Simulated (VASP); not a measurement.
# Ga (I4_1/amd) in VASP: a series of runs

Runs on Ga. Level: PBE. Tasks: single point.

Everything below comes from runs of VASP 6.6.1. Logs are shortened: lines on timing, memory, paths and dates and some standing lists are left out, and cuts for length are marked.

## (1) The cell of the first run

It takes space group I4_1/amd (No. 141, tetragonal). The conventional cell has a = 4.013 Å, b = 4.013 Å, c = 2.099 Å, α = 90.00°, β = 90.00°, γ = 90.00°. Ga (site symmetry -4m2) has 10 Ga at 2.07 to 2.55 Å within 2.7 Å.

## (2) Single point, PBE (8.45 Å³/atom)

The input, INCAR:

```
SYSTEM = Ga
ALGO = Normal
EDIFF = 1E-6
ENCUT = 520
GGA = PE
ISIF = 2
ISMEAR = -1
LASPH = .True.
LCHARG = .False.
LREAL = .False.
LWAVE = .False.
NBANDS = 20
NELM = 80
PREC = Accurate
SIGMA = 0.08
```

The input, KPOINTS:

```
k-points
0
Gamma
  17 17 17
  0 0 0
```

The input, POSCAR:

```
Ga
1.0
   -2.0063238514      2.0063238514      1.0493173709
    2.0063238514     -2.0063238514      1.0493173709
    2.0063238514      2.0063238514     -1.0493173709
Ga
2
Direct
   -0.3750000000     -0.1250000000     -0.2500000000
    0.3750000000      0.1250000000      0.2500000000
```

Potentials or basis: VASP PAW PBE potentials, release 64 (Ga_d).

Run with:

```sh
> cat potpaw_PBE.64/Ga_d/POTCAR > POTCAR
> mpirun -np 1 vasp_std > vasp.out
```

OUTCAR:

```text
SYSTEM = Ga
   EDIFF = 1E-6
   ENCUT = 520
   GGA = PE
   ISIF = 2
   ISMEAR = -1
   LASPH = .True.
   LREAL = .False.
   NELM = 80
   PREC = Accurate

 ion  position               nearest neighbor table
   1  0.625  0.875  0.750-   2 2.07   2 2.07   2 2.07   2 2.07   2 2.55   2 2.55   2 2.55   2 2.55

   2  0.375  0.125  0.250-   1 2.07   1 2.07   1 2.07   1 2.07   1 2.55   1 2.55   1 2.55   1 2.55

  LATTYP: Found a body centered tetragonal cell.
 ALAT       =     4.0126477028
 C/A-ratio  =     0.5230049826

  Lattice vectors:

 A1 = (  -2.0063238514,   2.0063238514,   1.0493173709)
 A2 = (   2.0063238514,  -2.0063238514,   1.0493173709)
 A3 = (   2.0063238514,   2.0063238514,  -1.0493173709)

Analysis of symmetry for initial positions (statically):
=====================================================================
 Subroutine PRICEL returns:
 Original cell was already a primitive cell.

 Routine SETGRP: Setting up the symmetry group for a
 body centered tetragonal supercell.

 Subroutine GETGRP returns: Found 16 space group operations
 (whereof  4 operations were pure point group operations)
 out of a pool of 16 trial point group operations.

The static configuration has the point symmetry C_2h.
 The point group associated with its full space group is D_4h.

Analysis of symmetry for dynamics (positions and initial velocities):
=====================================================================
 Subroutine PRICEL returns:
 Original cell was already a primitive cell.

 Routine SETGRP: Setting up the symmetry group for a
 body centered tetragonal supercell.

 Subroutine GETGRP returns: Found 16 space group operations
 (whereof  4 operations were pure point group operations)
 out of a pool of 16 trial point group operations.

The dynamic configuration has the point symmetry C_2h.
 The point group associated with its full space group is D_4h.

 Subroutine INISYM returns: Found 16 space group operations
 (whereof  4 operations are pure point group operations),
 and found     1 'primitive' translations

----------------------------------------------------------------------------------------

                                     Primitive cell

  volume of cell :      16.8954

  direct lattice vectors                    reciprocal lattice vectors
    -2.006323851  2.006323851  1.049317371     0.000000000  0.249212010  0.476500260
     2.006323851 -2.006323851  1.049317371     0.249212010  0.000000000  0.476500260
     2.006323851  2.006323851 -1.049317371     0.249212010  0.249212010  0.000000000

  length of vectors
     3.025183918  3.025183918  3.025183918     0.537735180  0.537735180  0.352439005

  position of ions in fractional coordinates (direct lattice)
     0.625000000  0.875000000  0.750000000
     0.375000000  0.125000000  0.250000000

  ion indices of the primitive-cell ions
   primitive index   ion index
                 1           1
                 2           2

----------------------------------------------------------------------------------------

 KPOINTS: k-points

Automatic generation of k-mesh.
 Grid dimensions read from file:
 generate k-points for:   17   17   17

 Generating k-lattice:

  Cartesian coordinates                     Fractional coordinates (reciprocal lattice)
     0.000000000  0.014659530  0.028029427     0.058823529  0.000000000 -0.000000000
     0.014659530  0.000000000  0.028029427     0.000000000  0.058823529 -0.000000000
     0.014659530  0.014659530  0.000000000     0.000000000  0.000000000  0.058823529

  Length of vectors
     0.031631481  0.031631481  0.020731706

  Shift w.r.t. Gamma in fractional coordinates (k-lattice)
     0.000000000  0.000000000  0.000000000

 Subroutine IBZKPT returns following result:
 ===========================================

 Found    405 irreducible k-points:

 Following reciprocal coordinates:
            Coordinates               Weight
  0.000000  0.000000  0.000000      1.000000
  0.058824  0.000000 -0.000000      8.000000
  0.117647  0.000000  0.000000      8.000000
  0.176471 -0.000000  0.000000      8.000000
  0.235294  0.000000  0.000000      8.000000
  0.294118  0.000000  0.000000      8.000000
[... 16 lines left out ...]
 -0.176471  0.058824 -0.000000     16.000000
 -0.117647  0.058824  0.000000     16.000000
 [... further k-points ...]
   k-points           NKPTS =    405   k-points in BZ     NKDIM =    405   number of bands    NBANDS=     20
   number of dos      NEDOS =    301   number of ions     NIONS =      2
   total plane-waves  NPLWV =  13824
   dimension x,y,z NGX =    24 NGY =   24 NGZ =   24
   dimension x,y,z NGXF=    48 NGYF=   48 NGZF=   48
   ions per type =               2
   NGX,Y,Z   is equivalent  to a cutoff of  13.19, 13.19, 13.19 a.u.
   NGXF,Y,Z  is equivalent  to a cutoff of  26.38, 26.38, 26.38 a.u.
 SYSTEM =  Ga
   PREC   = accura    normal or accurate (medium, high low for compatibility)
   ISTART =      0    job   : 0-new  1-cont  2-samecut
   ICHARG =      2    charge: 1-file 2-atom 10-const
   ISPIN  =      1    spin polarized calculation?
   LNONCOLLINEAR =      F non collinear calculations
   LSORBIT =      F    spin-orbit coupling
   LASPH  =      T    aspherical Exc in radial PAW
   ENCUT  =  520.0 eV  38.22 Ry    6.18 a.u.   5.62  5.62  5.62*2*pi/ulx,y,z
   NELM   =     80;   NELMIN=  2; NELMDL= -5     # of ELM steps
   EDIFF  = 0.1E-05   stopping-criterion for ELM
   LREAL  =      F    real-space projection
   EDIFFG = 0.1E-04   stopping-criterion for IOM
   NSW    =      0    number of steps for IOM
   IBRION =     -1    ionic relax: 0-MD 1-quasi-New 2-CG
   NFREE  =      0    steps in history (QN), initial steepest desc. (CG)
   ISIF   =      2    stress and relaxation
   ISYM   =      2    0-nonsym 1-usesym 2-fastsym
   POTIM  = 0.5000    time-step for ionic-motion
   TEBEG  =    0.0;   TEEND  =   0.0 temperature during run
   PSTRESS=    0.0 pullay stress
   NELECT =      26.0000    total number of electrons
   NUPDOWN=      -1.0000    fix difference up-down
   EMIN   =  10.00;   EMAX   =-10.00  energy-range for DOS
   EFERMI =   0.00;   METHOD = LEGACY
   ISMEAR =    -1;   SIGMA  =   0.08  broadening in eV -4-tet -1-fermi 0-gaus
   EFERMI_NEDOS =   21; number of points for ismear=-14 and -15
   IALGO  =     38    algorithm
   IMIX   =      4    mixing-type and parameters
     AMIX     =   0.40;   BMIX     =  1.00
     AMIX_MAG =   1.60;   BMIX_MAG =  1.00
  volume/ion in A,a.u.               =       8.45        57.01
  Fermi-wavevector in a.u.,A,eV,Ry     =   1.890063  3.571701 48.604617  3.572339
  Thomas-Fermi vector in A             =   2.931515
   LORBIT       =      0    0 simple, 1 ext, 2 COOP (PROOUT), +10 PAW based schemes
   GGA     = PE    functional components
   LHFCALC =     F    Hartree Fock is set to
   AEXX    =    0.0000 exact exchange contribution
   IVDW    =     0    specifies the selected vdW correction
   LEPSILON=     F    determine dielectric tensor
   LRPA    =     F    only Hartree local field effects (RPA)
 non-spin polarized calculation
  energy-cutoff  :      520.00
  volume of cell :       16.90
 maximum number of plane-waves:       468
   NGX = 11   NGY = 11   NGZ = 11

 number of electron      26.0000003 magnetization

 Free energy of the ion-electron system (eV)
  ---------------------------------------------------
  ext. energy  EPLUGINS =         0.00000000
  ---------------------------------------------------
  free energy    TOTEN  =         4.26352951 eV

  energy without entropy =        4.27633726  energy(sigma->0) =        4.26993338

 E-fermi :  16.6238     XC(G=0): -15.7154

 val. band max:       16.6226906728   @ k =  -0.3529   0.2353  -0.0000
 cond. band min:      16.6269865774   @ k =   0.2353   0.1765   0.0588
 fundamental gap:      0.0042959046
 Fermi energy:        16.6237637500

 k-point     1 :       0.0000    0.0000    0.0000
  band No.  band energies     occupation
      1      -3.0508      2.00000
      2      -2.2306      2.00000
      3      -2.0904      2.00000
      4      -1.7803      2.00000
      5      -1.6440      2.00000
      6       0.0737      2.00000
[... 12 lines left out ...]
     19      39.7596      0.00000
     20      40.3881      0.00000

 k-point     2 :       0.0588    0.0000   -0.0000
  band No.  band energies     occupation
      1      -2.8885      2.00000
      2      -2.1933      2.00000
      3      -2.0839      2.00000
      4      -1.6925      2.00000
      5      -1.5985      2.00000
      6      -0.0483      2.00000
[... 12 lines left out ...]
     19      37.6560      0.00000
     20      37.8421      0.00000

 k-point     3 :       0.1176    0.0000    0.0000
  band No.  band energies     occupation
      1      -2.4264      2.00000
      2      -2.0866      2.00000
      3      -2.0419      2.00000
      4      -1.4748      2.00000
      5      -1.4488      2.00000
      6      -0.2668      2.00000
[... 12 lines left out ...]
     19      34.4602      0.00000
     20      35.3230      0.00000

 k-point     4 :       0.1765   -0.0000    0.0000
  band No.  band energies     occupation
      1      -1.9902      2.00000
      2      -1.9281      2.00000
      3      -1.7979      2.00000
      4      -1.1744      2.00000
      5      -1.1297      2.00000
      6      -0.5372      2.00000
[... 12 lines left out ...]
     19      32.8027      0.00000
     20      35.2484      0.00000

 k-point     5 :       0.2353    0.0000    0.0000
  band No.  band energies     occupation
      1      -1.8834      2.00000
      2      -1.7564      2.00000
      3      -1.5584      2.00000
      4      -0.8440      2.00000
      5      -0.8016      2.00000
      6      -0.6325      2.00000
[... 12 lines left out ...]
     19      30.9068      0.00000
     20      34.1729      0.00000
[... 353 lines left out ...]
      6      -0.6197      2.00000
[... 12 lines left out ...]
     19      31.2670      0.00000
     20      35.2919      0.00000

 k-point    22 :      -0.2353    0.0588    0.0000
  band No.  band energies     occupation
      1      -1.9518      2.00000
      2      -1.8547      2.00000
      3      -1.6459      2.00000
      4      -1.1912      2.00000
      5      -1.1579      2.00000
      6      -0.4968      2.00000
[... 12 lines left out ...]
     19      33.2725      0.00000
     20      35.0437      0.00000

 k-point    23 :      -0.1765    0.0588   -0.0000
  band No.  band energies     occupation
      1      -2.2571      2.00000
      2      -2.0237      2.00000
      3      -1.9813      2.00000
      4      -1.5098      2.00000
      5      -1.4630      2.00000
      6      -0.2460      2.00000
[... 12 lines left out ...]
     19      34.0319      0.00000
     20      36.2878      0.00000

 k-point    24 :      -0.1176    0.0588    0.0000
  band No.  band energies     occupation
      1      -2.7598      2.00000
      2      -2.1471      2.00000
      3      -2.0532      2.00000
      4      -1.7050      2.00000
      5      -1.6063      2.00000
      6      -0.0400      2.00000
[... 12 lines left out ...]
     19      37.0357      0.00000
     20      38.7718      0.00000

 [... further k-points ...]
[... 5 lines left out ...]
  --------------------------------------------------------------------------------------
  -------------------------------------------------------------------------------------
  Total       33.5057709     33.5057709     33.4763085      0.0000000      0.0000000      0.0000000
  in kB     3177.3222977   3177.3222977   3174.5284102      0.0000000      0.0000000      0.0000000
  external PRESSURE =    3176.3910019 kB  Pullay stress =       0.0000000 kB

 VOLUME and BASIS-vectors are now :
 -----------------------------------------------------------------------------
  energy-cutoff  :      520.00
  volume of cell :       16.90
      direct lattice vectors                 reciprocal lattice vectors
    -2.006323851  2.006323851  1.049317371     0.000000000  0.249212010  0.476500260
     2.006323851 -2.006323851  1.049317371     0.249212010  0.000000000  0.476500260
     2.006323851  2.006323851 -1.049317371     0.249212010  0.249212010  0.000000000

 POSITION                                       TOTAL-FORCE (eV/Angst)
 -----------------------------------------------------------------------------------
      2.00632      1.00316      0.78699         0.000000     -0.000000      0.000000
     -0.00000      1.00316      0.26233        -0.000000      0.000000     -0.000000
 -----------------------------------------------------------------------------------
    total drift:                               -0.000000      0.000000      0.000000

  FREE ENERGIE OF THE ION-ELECTRON SYSTEM (eV)
  ---------------------------------------------------
  free  energy   TOTEN  =         4.2635295072 eV

  energy  without entropy=        4.2763372620  energy(sigma->0) =        4.26993338
```

It took 72 s on 1 thread of AMD EPYC 9R45 (Zen 5), shared host; peak memory 0.2 GiB.

Results:

```
Free energy            : 4.2635 eV
Pressure               : 317.6 GPa
Band gap on the k mesh : zero (bands 13 and 14 overlap by 12.10 eV)
```

Levels at points of the mesh, in eV from the Fermi level:
```tsv
k point	band 9	band 10	band 11	band 12	band 13	band 14	band 15	band 16	band 17	band 18
(0.00, 0.00, 0.00)	-16.52	-16.04	-15.55	-2.25	-2.25	4.27	4.48	16.81	16.81	20.89
```

Caveat: the cell stands under pressure.

## (3) Single point, PBE (8.45 Å³/atom)

The input, INCAR:

```
ALGO = Normal ; EDIFF = 1E-6
ENCUT = 520 ; GGA = PE
ISIF = 2 ; ISMEAR = -1
LASPH = T ; LCHARG = F
LREAL = F ; LWAVE = F
NBANDS = 20 ; NELM = 100
PREC = Accurate ; SIGMA = 0.08
```

The input, KPOINTS:

```
k-points
0
Gamma
  17 17 17
```

POSCAR is that of step 2.

Potentials or basis: VASP PAW PBE potentials, release 64 (Ga_d).

Run with:

```sh
> cat potpaw_PBE.64/Ga_d/POTCAR > POTCAR
> mpirun -np 1 vasp_std > vasp.out
```

Wall time 73 s (1 thread of AMD EPYC 9R45 (Zen 5), shared host); peak memory 0.2 GiB.

It converged, with:

| Quantity | Value |
| --- | --- |
| Free energy | 4.2635 eV |
| Pressure | 317.6 GPa |
| Band gap on the k mesh | zero (bands 13 and 14 overlap by 12.10 eV) |

Stress tensor (GPa, compression positive):
```
317.73   0.00   0.00
  0.00 317.73   0.00
  0.00   0.00 317.45
```

Levels at points of the mesh, in eV from the Fermi level:
| k point | band 9 | band 10 | band 11 | band 12 | band 13 | band 14 | band 15 | band 16 | band 17 | band 18 |
| --- | --- | --- | --- | --- | --- | --- | --- | --- | --- | --- |
| (0.00, 0.00, 0.00) | -16.52 | -16.04 | -15.55 | -2.25 | -2.25 | 4.27 | 4.48 | 16.81 | 16.81 | 20.89 |

Caveat: the cell stands under pressure.

## (4) Single point, PBE (9.82 Å³/atom)

This run uses another cell than the first one, of 9.82 Å³/atom.

The input, INCAR:

```
PREC     = Accurate       # precision mode
ENCUT    = 520            # plane-wave cutoff, eV
EDIFF    = 1E-7           # SCF threshold, eV
ISMEAR   = -1             # smearing method
SIGMA    = 0.08           # smearing width, eV
LREAL    = F              # projectors in reciprocal space
LASPH    = T              # aspherical terms in the spheres
NELM     = 100            # most SCF steps
ALGO     = Normal         # electronic algorithm
ISIF     = 2              # what is computed and relaxed
LWAVE    = F              # write WAVECAR
LCHARG   = F              # write CHGCAR
GGA      = PE             # functional
NBANDS   = 20             # bands
```

The input, KPOINTS:

```
Automatic mesh
0
Gamma
  17 17 17
```

The input, POSCAR:

```
Ga
1.0
   -2.1102919989      2.1102919989      1.1028726803
    2.1102919989     -2.1102919989      1.1028726803
    2.1102919989      2.1102919989     -1.1028726803
Ga
2
Direct
   -0.3750000000     -0.1250000000     -0.2500000000
    0.3750000000      0.1250000000      0.2500000000
```

Run with:

```sh
> cat potpaw_PBE.64/Ga_d/POTCAR > POTCAR
> mpirun -np 1 vasp_std > vasp.out
```

Wall time 77 s (1 thread of AMD EPYC 9R45 (Zen 5), shared host); peak memory 0.21 GiB.

It converged, with:

```yaml
Free_energy: 0.0895 eV
Pressure: 183.0 GPa
Band_gap_on_the_k_mesh: zero (bands 13 and 14 overlap by 11.43 eV)
```

Stress tensor (GPa, compression positive):
```
182.98   0.00   0.00
  0.00 182.98   0.00
  0.00   0.00 183.16
```

Levels at points of the mesh, in eV from the Fermi level:
```
           k point  band 9  band 10  band 11  band 12  band 13  band 14  band 15  band 16  band 17  band 18
(0.00, 0.00, 0.00)  -15.85   -15.50   -15.12    -1.78    -1.78     3.13     4.29    15.45    15.45    18.85
```

Caveat: the cell stands under pressure.

## (5) Single point, PBE

This run uses another cell than the first one, of 11.39 Å³/atom.

The input, INCAR:

```
SYSTEM = Ga
PREC = Accurate ; ENCUT = 520
EDIFF = 1E-6 ; ISMEAR = -1
SIGMA = 0.08 ; LREAL = .False.
LASPH = .True. ; NELM = 80
ALGO = Normal ; ISIF = 2
LWAVE = .False. ; LCHARG = .False.
GGA = PE ; NBANDS = 20
```

The input, KPOINTS:

```
Automatic mesh
0
Gamma
  17 17 17
  0 0 0
```

The input, POSCAR:

```
Ga
1.0
   -2.2168414670      2.2168414670      1.1593089791
    2.2168414670     -2.2168414670      1.1593089791
    2.2168414670      2.2168414670     -1.1593089791
Ga
2
Direct
   -0.3750000000     -0.1250000000     -0.2500000000
    0.3750000000      0.1250000000      0.2500000000
```

Run with:

```sh
> cat potpaw_PBE.64/Ga_d/POTCAR > POTCAR
> mpirun -np 1 vasp_std > vasp.out
```

It took 1.7 min on 1 thread of AMD EPYC 9R45 (Zen 5), shared host; peak memory 0.24 GiB.

It converged, with:

```yaml
Free_energy: -2.6171 eV
Pressure: 101.7 GPa
Band_gap_on_the_k_mesh: zero (bands 13 and 14 overlap by 10.76 eV)
```

Levels at points of the mesh, in eV from the Fermi level:
```
           k point  band 11  band 12  band 13  band 14  band 15  band 16
(0.00, 0.00, 0.00)   -14.83    -1.38    -1.38     2.00     4.33    14.11
```

Caveat: the cell stands under pressure.

## (6) Single point, PBE (11.39 Å³/atom)

This run uses another cell than the first one, of 11.39 Å³/atom.

The input, INCAR:

```
PREC = Accurate
ENCUT = 520
EDIFF = 1E-6
ISMEAR = -1
SIGMA = 0.08
LREAL = F
LASPH = T
NELM = 60
ALGO = Normal
ISIF = 2
LWAVE = F
LCHARG = F
GGA = PE
NBANDS = 20
```

The input, KPOINTS:

```
Automatic mesh
0
Gamma
  17 17 17
```

POSCAR is that of step 5.

Potentials or basis: VASP PAW PBE potentials, release 64 (Ga_d).

Run with:

```sh
> cat potpaw_PBE.64/Ga_d/POTCAR > POTCAR
> mpirun -np 1 vasp_std > vasp.out
```

Run time: 1.9 min. Hardware: 1 thread of AMD EPYC 9R45 (Zen 5), shared host; peak memory 0.24 GiB.

Results (log left out):

| Property | Result |
| --- | --- |
| Free energy | -2.6171 eV |
| Pressure | 101.7 GPa |
| Band gap on the k mesh | zero (bands 13 and 14 overlap by 10.76 eV) |

Levels at points of the mesh, in eV from the Fermi level:
```csv
k point,band 10,band 11,band 12,band 13,band 14,band 15,band 16,band 17
"(0.00, 0.00, 0.00)",-15.11,-14.83,-1.38,-1.38,2.00,4.33,14.11,14.11
```

Caveat: the cell stands under pressure.

(Continued in part 2 of 2.)
